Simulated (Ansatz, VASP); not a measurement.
**V: VASP beside Ansatz**

Contents of INCAR:

```
ALGO     = Normal         # electronic algorithm
EDIFF    = 1E-6           # SCF threshold, eV
ENCUT    = 520            # plane-wave cutoff, eV
GGA      = PS             # functional
ISIF     = 2              # what is computed and relaxed
ISMEAR   = -1             # smearing method
LASPH    = True           # aspherical terms in the spheres
LCHARG   = False          # write CHGCAR
LREAL    = False          # projectors in reciprocal space
LWAVE    = False          # write WAVECAR
NBANDS   = 20             # bands
NELM     = 80             # most SCF steps
PREC     = Accurate       # precision mode
SIGMA    = 0.1            # smearing width, eV
```

File KPOINTS:

```
k-points
0
Gamma
  23 23 11
```

The input POSCAR:

```
V
1.0
    2.6755621644      0.0000000000      0.0000000000
   -1.3377810822      2.3171048038      0.0000000000
    0.0000000000      0.0000000000      4.8193357151
V
2
Direct
    0.3333333333      0.6666666667      0.2500000000
    0.6666666667      0.3333333333      0.7500000000
```

Input for Ansatz:

```yaml
crystal:
  lattice:
    - [2.6755621644, 0.0, 0.0]
    - [-1.3377810822, 2.3171048038, 0.0]
    - [0.0, 0.0, 4.8193357151]
  atoms:
    - { symbol: V, position: [0.3333333333, 0.6666666667, 0.25] }
    - { symbol: V, position: [0.6666666667, 0.3333333333, 0.75] }
hamiltonian:
  xc: pbesol
  pseudopotentials:
    kind: paw
    azcp:
      V: "pseudopotentials/V.paw.azcp"
basis:
  ecutwfc: 420
  fft_grid_basis: typed
kpoints:
  mp_grid: { grid: [23, 23, 11], shift: [0, 0, 0] }
magnetization:
  spin_polarized: false
scf:
  occupations: { method: fermi_dirac, width: 0.1 }
output:
  stress: true
  write_density: true
  write_potential: true
  elf: true
  volumetric_format: npy
```

Alike in both runs: task single point; functional PBEsol; k mesh 23 × 23 × 11; occupations fermi-dirac, width 0.1 eV; no spin polarisation.

|  | VASP | Ansatz |
| --- | --- | --- |
| version | VASP 6.6.1 | Ansatz 0.2.0 |
| potentials or method | VASP PAW PBE potentials, release 64 (V_sv), cutoff 520 eV | plane waves (420 eV) with PAW, scalar-relativistic |
| valence electrons in the cell | 26 | 26 |

|  | VASP | Ansatz | Ansatz less VASP |
| --- | --- | --- | --- |
| pressure (GPa) | -16.7 | -16.9 | -0.16 |
| traceless stress, the component that is largest in VASP (GPa) | 0.23 | 0.21 | -0.024 |

VASP's potentials were made for PBE, not for PBEsol, and Ansatz warns of the same on its side. The functional is the same, so the differences come from potentials, cutoffs and numerics.
